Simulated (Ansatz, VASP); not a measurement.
## NaI: VASP beside Ansatz

```xyz
2
Lattice="0.0000 3.2849 3.3335 3.2849 0.0000 3.3335 3.2849 3.2849 0.0000" Properties=species:S:1:pos:R:3 pbc="T T T"
Na    0.0000    0.0000    0.0000
I     3.2849    3.2849    3.3335
```

Change from the starting cell: strain +0.015 along x and y, +0.030 along z, atoms carried along.

Alike in both runs: task single point; functional r2SCAN; k mesh 6 × 6 × 6; occupations gaussian, width 0.05 eV; no spin polarisation.

```csv
,VASP,Ansatz
version,VASP 6.6.1,Ansatz 0.2.0
potentials or method,"VASP PAW PBE potentials, release 64 (Na_pv, I), cutoff 520 eV","scalar-relativistic, plane waves, PAW"
valence electrons in the cell,14,26
```

```csv
,VASP,Ansatz,Ansatz less VASP
gap on the k mesh at the Fermi level (eV),4.25,4.25,-0.009
least direct gap on the mesh (eV),4.25,4.25,-0.009
pressure (GPa),-1.0,-0.9,+0.05
"traceless stress, the component that is largest in VASP (GPa)",-0.19,-0.18,+0.014
```

VASP's potentials were made for PBE, not for r2SCAN. VASP's potentials hold 14 valence electrons a cell and Ansatz's 26, so a difference there can come from the potentials and not from the codes.

Spin-orbit coupling is off throughout.
